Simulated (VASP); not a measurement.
# TiC (Fm-3m) in VASP: a series of runs, part 2 of 2

VASP 6.6.1. Earlier steps stand in the parts before.

## (5) Single point, PBE

The input, INCAR:

```
SYSTEM = TiC
PREC = Accurate
ENCUT = 600
EDIFF = 1E-6
ISMEAR = -1
SIGMA = 0.05
LREAL = .FALSE.
LASPH = .TRUE.
NELM = 120
ALGO = Normal
ISIF = 2
LWAVE = .FALSE.
LCHARG = .TRUE.
GGA = PE
LELF = .TRUE.
LVHAR = .TRUE.
NBANDS = 15
GGA_COMPAT = .FALSE.
```

The input, KPOINTS:

```
regular mesh
0
G
  7 7 7
  0 0 0
```

The input, POSCAR:

```
TiC
1.0
    0.0000000000      2.1593000000      2.1593000000
    2.1593000000      0.0000000000      2.1593000000
    2.1593000000      2.1593000000      0.0000000000
Ti C
1 1
Direct
    0.0000000000      0.0000000000      0.0000000000
    0.5000000000      0.5000000000      0.5000000000
```

Potentials or basis: VASP PAW PBE potentials, release 64 (Ti_sv, C).

Launch:

```
$ cat potpaw_PBE.64/Ti_sv/POTCAR potpaw_PBE.64/C/POTCAR > POTCAR
$ mpirun -np 1 vasp_std > vasp.out
```

OUTCAR:

```text
SYSTEM = TiC
   PREC = Accurate
   ENCUT = 600
   EDIFF = 1E-6
   ISMEAR = -1
   LREAL = .FALSE.
   LASPH = .TRUE.
   NELM = 120
   ISIF = 2
   GGA = PE

 ion  position               nearest neighbor table
   1  0.000  0.000  0.000-   2 2.16   2 2.16   2 2.16   2 2.16   2 2.16   2 2.16
   2  0.500  0.500  0.500-   1 2.16   1 2.16   1 2.16   1 2.16   1 2.16   1 2.16

  LATTYP: Found a face centered cubic cell.
 ALAT       =     4.3186000000

  Lattice vectors:

 A1 = (   0.0000000000,   2.1593000000,   2.1593000000)
 A2 = (   2.1593000000,   0.0000000000,   2.1593000000)
 A3 = (   2.1593000000,   2.1593000000,   0.0000000000)

Analysis of symmetry for initial positions (statically):
=====================================================================
 Subroutine PRICEL returns:
 Original cell was already a primitive cell.

 Routine SETGRP: Setting up the symmetry group for a
 face centered cubic supercell.

 Subroutine GETGRP returns: Found 48 space group operations
 (whereof 48 operations were pure point group operations)
 out of a pool of 48 trial point group operations.

The static configuration has the point symmetry O_h .

Analysis of symmetry for dynamics (positions and initial velocities):
=====================================================================
 Subroutine PRICEL returns:
 Original cell was already a primitive cell.

 Routine SETGRP: Setting up the symmetry group for a
 face centered cubic supercell.

 Subroutine GETGRP returns: Found 48 space group operations
 (whereof 48 operations were pure point group operations)
 out of a pool of 48 trial point group operations.

The dynamic configuration has the point symmetry O_h .

 Subroutine INISYM returns: Found 48 space group operations
 (whereof 48 operations are pure point group operations),
 and found     1 'primitive' translations

----------------------------------------------------------------------------------------

                                     Primitive cell
[... 114 lines left out ...]
   IVDW    =     0    specifies the selected vdW correction
   LEPSILON=     F    determine dielectric tensor
   LRPA    =     F    only Hartree local field effects (RPA)
 non-spin polarized calculation
  energy-cutoff  :      600.00
  volume of cell :       20.14
 maximum number of plane-waves:       683
   NGX = 13   NGY = 13   NGZ = 13

 number of electron      16.0000002 magnetization

 Free energy of the ion-electron system (eV)
  ---------------------------------------------------
  ext. energy  EPLUGINS =         0.00000000
  ---------------------------------------------------
  free energy    TOTEN  =       -18.70348952 eV

  energy without entropy =      -18.69873287  energy(sigma->0) =      -18.70111120

 E-fermi :   9.4373     XC(G=0): -12.7433

 val. band max:        9.4173989333   @ k =   0.1429   0.1429   0.0000
 cond. band min:       9.6764922770   @ k =   0.1429   0.1429   0.0000
 fundamental gap:      0.2590933437
 Fermi energy:         9.4373167768

 k-point     1 :       0.0000    0.0000    0.0000
  band No.  band energies     occupation
      1     -47.0500      2.00000
      2     -23.0698      2.00000
      3     -23.0698      2.00000
      4     -23.0698      2.00000
      5      -2.9168      2.00000
      6      10.2117      0.00000
      7      10.2117      0.00000
      8      10.2117      0.00000
      9      11.2124      0.00000
     10      11.2124      0.00000
     11      11.2124      0.00000
     12      11.2463      0.00000
     13      11.2463      0.00000
     14      20.1355      0.00000
[... 329 lines left out ...]
      2     -23.4006      2.00000
      3     -23.3785      2.00000
      4     -23.2202      2.00000
      5       0.0127      2.00000
      6       5.9317      2.00000
      7       6.2726      2.00000
      8       7.1822      2.00000
      9      11.8712      0.00000
     10      12.4838      0.00000
     11      13.2586      0.00000
     12      14.8721      0.00000
     13      15.1265      0.00000
     14      22.8589      0.00000
     15      23.4651      0.00000

------------------------ aborting loop because EDIFF is reached ----------------------------------------

  FORCE on cell =-STRESS in cart. coord.  units (eV):
  Direction    XX          YY          ZZ          XY          YZ          ZX
  --------------------------------------------------------------------------------------
  -------------------------------------------------------------------------------------
  Total        0.3441752      0.3441752      0.3441752      0.0000000      0.0000000      0.0000000
  in kB       27.3855298     27.3855298     27.3855298      0.0000000      0.0000000      0.0000000
  external PRESSURE =      27.3855298 kB  Pullay stress =       0.0000000 kB

 VOLUME and BASIS-vectors are now :
 -----------------------------------------------------------------------------
  energy-cutoff  :      600.00
  volume of cell :       20.14
      direct lattice vectors                 reciprocal lattice vectors
     0.000000000  2.159300000  2.159300000    -0.231556523  0.231556523  0.231556523
     2.159300000  0.000000000  2.159300000     0.231556523 -0.231556523  0.231556523
     2.159300000  2.159300000  0.000000000     0.231556523  0.231556523 -0.231556523

 POSITION                                       TOTAL-FORCE (eV/Angst)
 -----------------------------------------------------------------------------------
      0.00000      0.00000      0.00000         0.000000      0.000000      0.000000
      2.15930      2.15930      2.15930         0.000000      0.000000     -0.000000
 -----------------------------------------------------------------------------------
    total drift:                                0.000000     -0.000000     -0.000000

  FREE ENERGIE OF THE ION-ELECTRON SYSTEM (eV)
  ---------------------------------------------------
  free  energy   TOTEN  =       -18.7034895237 eV

  energy  without entropy=      -18.6987328734  energy(sigma->0) =      -18.70111120
```

OSZICAR:

```text
N       E                     dE             d eps       ncg     rms          rms(c)
DAV:   1     0.124987540986E+03    0.12499E+03   -0.85927E+03   600   0.138E+03
DAV:   2    -0.167687382452E+02   -0.14176E+03   -0.13334E+03   656   0.353E+02
DAV:   3    -0.240359240278E+02   -0.72672E+01   -0.71244E+01   739   0.783E+01
DAV:   4    -0.242866209859E+02   -0.25070E+00   -0.25038E+00   780   0.136E+01
DAV:   5    -0.242936748933E+02   -0.70539E-02   -0.70538E-02   716   0.199E+00    0.184E+01
DAV:   6    -0.193077349680E+02    0.49859E+01   -0.11877E+01   857   0.564E+01    0.689E+00
DAV:   7    -0.187385954025E+02    0.56914E+00   -0.22650E+00   700   0.206E+01    0.497E+00
DAV:   8    -0.187133412737E+02    0.25254E-01   -0.10595E-01   664   0.354E+00    0.336E+00
DAV:   9    -0.187068616796E+02    0.64796E-02   -0.91248E-02   824   0.415E+00    0.746E-01
DAV:  10    -0.187053308289E+02    0.15309E-02   -0.11513E-02   758   0.140E+00    0.607E-01
DAV:  11    -0.187036514883E+02    0.16793E-02   -0.26400E-03   684   0.697E-01    0.194E-01
DAV:  12    -0.187035010075E+02    0.15048E-03   -0.32475E-04   812   0.234E-01    0.417E-02
DAV:  13    -0.187034890706E+02    0.11937E-04   -0.60583E-05   663   0.697E-02    0.817E-03
DAV:  14    -0.187034895237E+02   -0.45311E-06   -0.16434E-06   584   0.118E-02
   1 F= -.18703490E+02 E0= -.18701111E+02  d E =-.475665E-02
```

stdout:

```text
POSCAR found type information on POSCAR TiC
 POSCAR found :  2 types and       2 ions
 scaLAPACK will be used
 LDA part: xc-table for (Slater+PW92), standard interpolation
 POSCAR, INCAR and KPOINTS ok, starting setup
 FFT: planning ... GRIDC
 FFT: planning ... GRID_SOFT
 FFT: planning ... GRID
 WAVECAR not read
 entering main loop
```

It took 9 s on 1 thread of Intel Xeon Platinum 8488C (Sapphire Rapids), shared host; peak memory 0.14 GiB.

Results:

```
Free energy            : -18.7035 eV
Pressure               : 2.7 GPa
Band gap on the k mesh : zero (band 8 reaches 10.21 eV, above the bottom of band 9 at 9.12 eV)
```

Levels at points of the mesh, in eV from the Fermi level:
| k point | band 5 | band 6 | band 7 | band 8 | band 9 | band 10 | band 11 | band 12 |
| --- | --- | --- | --- | --- | --- | --- | --- | --- |
| (0.00, 0.00, 0.00) | -12.35 | 0.77 | 0.77 | 0.77 | 1.78 | 1.78 | 1.78 | 1.81 |

## (6) The runs side by side

| k mesh | gap on the mesh (eV) | pressure (GPa) |
| --- | --- | --- |
| 3 × 3 × 3 | none | 3.7 |
| 4 × 4 × 4 | none | 1.8 |
| 6 × 6 × 6 | none | 2.7 |
| 7 × 7 × 7 | none | 2.7 |

Alike in all rows: task single point; level PBE; potentials or basis VASP PAW PBE potentials, release 64 (Ti_sv, C); no spin polarisation; cell as given; cutoff (eV) 600; smearing fermi-dirac 0.05 eV.

Caveats: some runs use coarse meshes.

Absolute energies hang on the potentials; compare differences alone.
